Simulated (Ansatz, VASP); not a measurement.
**V in VASP and in Ansatz**

The input INCAR:

```
  PREC = Accurate
  ENCUT = 520
  EDIFF = 1E-6
  ISMEAR = 0
  SIGMA = 0.15
  LREAL = F
  LASPH = T
  NELM = 80
  ALGO = Fast
  ISIF = 2
  LWAVE = F
  LCHARG = F
  GGA = PS
  NBANDS = 12
```

The input KPOINTS:

```
Automatic mesh
0
Gamma
  22 22 22
```

The input POSCAR:

```
V
1.0
   -1.5356950000      1.5356950000      1.5583900000
    1.5356950000     -1.5356950000      1.5583900000
    1.5356950000      1.5356950000     -1.5583900000
V
1
Direct
    0.0000000000      0.0000000000      0.0000000000
```

Input for Ansatz:

```yaml
crystal:
  lattice:
    - [-1.535695, 1.535695, 1.55839]
    - [1.535695, -1.535695, 1.55839]
    - [1.535695, 1.535695, -1.55839]
  atoms:
    - { symbol: V, position: [0.0, 0.0, 0.0] }
basis:
  ecutwfc: 420
kpoints:
  mp_grid: { grid: [22, 22, 22] }
hamiltonian:
  xc: pbesol
scf:
  occupations: { method: gaussian, width: 0.15 }
output:
  forces: true
  stress: true
  eigenvalues: true
```

Change from the starting cell: strain +0.015 along x and y, +0.030 along z, atoms carried along.

Alike in both runs: task single point; functional PBEsol; k mesh 22 × 22 × 22; occupations gaussian, width 0.15 eV; no spin polarisation.

|  | VASP | Ansatz |
| --- | --- | --- |
| version | VASP 6.6.1 | Ansatz 0.2.0 |
| potentials or method | VASP PAW PBE potentials, release 64 (V_sv), cutoff 520 eV | scalar-relativistic, plane waves, PAW |
| valence electrons in the cell | 13 | 13 |

|  | VASP | Ansatz | Ansatz less VASP |
| --- | --- | --- | --- |
| gap on the k mesh at the Fermi level (eV) | none | none | - |
| pressure (GPa) | -19.3 | -19.5 | -0.16 |
| traceless stress, the component that is largest in VASP (GPa) | -0.96 | -0.97 | -0.006 |

VASP's potentials were made for PBE, not for PBEsol. A gap of «none» marks a metal or a gap that the smearing closes. With one functional, cell and mesh, what is left measures potentials, basis and numerics.
